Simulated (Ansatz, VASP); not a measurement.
## KBr: VASP beside Ansatz

The input POSCAR:

```
KBr
1.0
    4.0181233363     -0.0714552532     -0.0714552532
   -0.0714552532      4.0181233363     -0.0714552532
   -0.0714552532     -0.0714552532      4.0181233363
K Br
1 1
Direct
    0.0000000000      0.0000000000      0.0000000000
    0.5000000000      0.5000000000      0.5000000000
```

Contents of INCAR.step1:

```
SYSTEM = KBr
PREC     = Accurate       ! precision mode
ENCUT    = 520            ! plane-wave cutoff, eV
ISMEAR   = 0              ! smearing method
SIGMA    = 0.01           ! smearing width, eV
LREAL    = .FALSE.        ! projectors in reciprocal space
LASPH    = .TRUE.         ! aspherical terms in the spheres
NELM     = 100            ! most SCF steps
NBANDS   = 15             ! bands
GGA      = PE             ! functional
ALGO     = Normal         ! electronic algorithm
EDIFF    = 1E-4           ! SCF threshold, eV
LWAVE    = .TRUE.         ! write WAVECAR
LCHARG   = .FALSE.        ! write CHGCAR
```

INCAR.step2

```
SYSTEM = KBr
PREC     = Accurate       ! precision mode
ENCUT    = 520            ! plane-wave cutoff, eV
EDIFF    = 1E-6           ! SCF threshold, eV
ISMEAR   = 0              ! smearing method
SIGMA    = 0.01           ! smearing width, eV
LREAL    = .FALSE.        ! projectors in reciprocal space
LASPH    = .TRUE.         ! aspherical terms in the spheres
NELM     = 100            ! most SCF steps
ALGO     = Normal         ! electronic algorithm
ISIF     = 2              ! what is computed and relaxed
LWAVE    = .FALSE.        ! write WAVECAR
LCHARG   = .TRUE.         ! write CHGCAR
METAGGA  = R2SCAN         ! meta-GGA
LMIXTAU  = .TRUE.       
LELF     = .TRUE.         ! ELF
LVHAR    = .TRUE.       
NBANDS   = 15             ! bands
ISTART   = 1
```

File KPOINTS:

```
regular mesh
0
G
  6 6 6
  0 0 0
```

Input for Ansatz:

```yaml
crystal:
  lattice:
    - [4.0181233363, -0.0714552532, -0.0714552532]
    - [-0.0714552532, 4.0181233363, -0.0714552532]
    - [-0.0714552532, -0.0714552532, 4.0181233363]
  atoms:
    - { symbol: K, position: [0.0, 0.0, 0.0] }
    - { symbol: Br, position: [0.5, 0.5, 0.5] }
kpoints:
  mp_grid: { grid: [6, 6, 6] }
  band_path:
    path:
      - [0.0, 0.0, 0.0]
      - [0.0, 0.5, 0.0]
      - [0.5, 0.5, 0.0]
      - [0.5, 0.5, 0.5]
      - [0.0, 0.5, 0.5]
    npoints: 1
hamiltonian:
  xc: r2scan
scf:
  occupations: { method: fixed }
  n_extra_bands: 4
output:
  forces: true
  stress: true
  eigenvalues: true
  write_density: true
  write_potential: true
  elf: true
  volumetric_format: npy
```

Change from the starting cell: epitaxial_111 strain +2.9%.

Alike in both runs: task single point; functional r2SCAN; k mesh 6 × 6 × 6; no spin polarisation.

|  | VASP | Ansatz |
| --- | --- | --- |
| version | VASP 6.6.1 | Ansatz 0.2.0 |
| potentials or method | VASP PAW PBE potentials, release 64 (K_sv, Br) | plane waves, PAW |
| plane-wave cutoff (eV) | 520 | 500 |
| occupations | gaussian, width 0.01 eV | fixed |
| valence electrons in the cell | 16 | 16 |

Ansatz gave:

| Item | Value |
| --- | --- |
| gap on the k mesh at the Fermi level (eV) | 4.66 |
| pressure (GPa) | -0.5 |
| traceless stress, the component that is largest in VASP (GPa) | 0.24 |

Problem. What did VASP give for the same quantities?

Solution. gap on the k mesh at the Fermi level (eV): 4.67; pressure (GPa): -0.5; traceless stress, the component that is largest in VASP (GPa): 0.24.

VASP's potentials were made for PBE, not for r2SCAN.
